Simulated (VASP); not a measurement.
# ZrB: single point with PBEsol

The system is ZrB.

```
CELL_PARAMETERS angstrom
0.00000 2.32500 2.32500
2.32500 0.00000 2.32500
2.32500 2.32500 0.00000
ATOMIC_POSITIONS crystal
Zr 0.08065 0.91935 0.08065
B 0.50000 0.50000 0.50000
```

This cell differs from its parent crystal: all Zr atoms moved +0.375 Å, as atom 1 along Cartesian [0 1 0].

```json
{
  "Program": "VASP 6.6.1",
  "Task": "single point",
  "Functional": "PBEsol",
  "Potentials or basis": "VASP PAW PBE potentials, release 64 (Zr_sv, B)",
  "Cutoff": "500 eV",
  "k mesh": "18 × 18 × 18",
  "Occupations": "gaussian, width 0.15 eV",
  "Spin": "no spin polarisation"
}
```

```yaml
Pressure: 38.0 GPa
Largest_force: 5.435 eV/Å
```

Forces in eV/Å, atoms in the order of the input:
```
Zr   0.000 -5.435  0.000
B    0.000  5.435  0.000
```

Stress tensor (GPa, compression positive):
```
25.80  0.00  0.00
 0.00 62.56  0.00
 0.00  0.00 25.80
```

Levels at points of the mesh, in eV from the Fermi level:
```csv
k point,band 3,band 4,band 5,band 6,band 7,band 8,band 9,band 10,band 11,band 12
"(0.00, 0.00, 0.00)",-24.56,-24.56,-8.29,0.38,0.38,1.14,1.85,3.65,5.43,5.43
"(0.50, 0.00, 0.00)",-24.81,-24.66,-4.53,-3.42,-1.46,-1.28,5.21,5.66,7.02,7.86
"(0.50, 0.50, 0.00)",-25.16,-24.88,-6.36,-2.33,-0.43,2.03,3.82,6.28,6.64,6.79
"(0.50, 0.00, 0.50)",-24.91,-24.91,-6.33,-1.28,0.12,2.44,2.44,5.52,6.64,6.64
```

Run time: 4.3 min on 1 thread of AMD EPYC 7R13 (shared host), peak memory 0.25 GiB.

Caveat: the cell differs from its parent crystal (all Zr atoms moved +0.375 Å, as atom 1 along Cartesian [0 1 0]); the PAW data sets were made with another functional, which shifts forces and pressure a little.
